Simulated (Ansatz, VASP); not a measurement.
## Li2O: VASP beside Ansatz

```
Li O
1.0
     0.00000    2.31353    2.31353
     2.31353    0.00000    2.31353
     2.31353    2.31353    0.00000
Li O
2 1
Cartesian
  1.1568 1.1568 1.1568
  3.4703 3.4703 3.4703
  0.0000 0.0000 0.0000
```

Change from the starting cell: species swapped into the Al2Au type (Fm-3m, No. 225).

Alike in both runs: functional PBE; k mesh 5 × 5 × 5; occupations gaussian, width 0.15 eV; no spin polarisation.

Ansatz relaxed the structure, and its values are those at the end. VASP's run is a single point on that final structure, the one shown.

|  | VASP | Ansatz |
| --- | --- | --- |
| version | VASP 6.6.1 | Ansatz 0.2.0 |
| potentials or method | VASP PAW PBE potentials, release 64 (Li_sv, O), cutoff 750 eV | scalar-relativistic, plane waves, PAW |
| valence electrons in the cell | 12 | 12 |

Ansatz gave:

* gap on the k mesh at the Fermi level (eV): 5.23
* least direct gap on the mesh (eV): 5.23
* pressure (GPa): 0.0

What did VASP give for the same quantities?

gap on the k mesh at the Fermi level (eV): 5.23; least direct gap on the mesh (eV): 5.23; pressure (GPa): -0.4.

The k mesh is coarse, so the values compare programs but aren't converged.
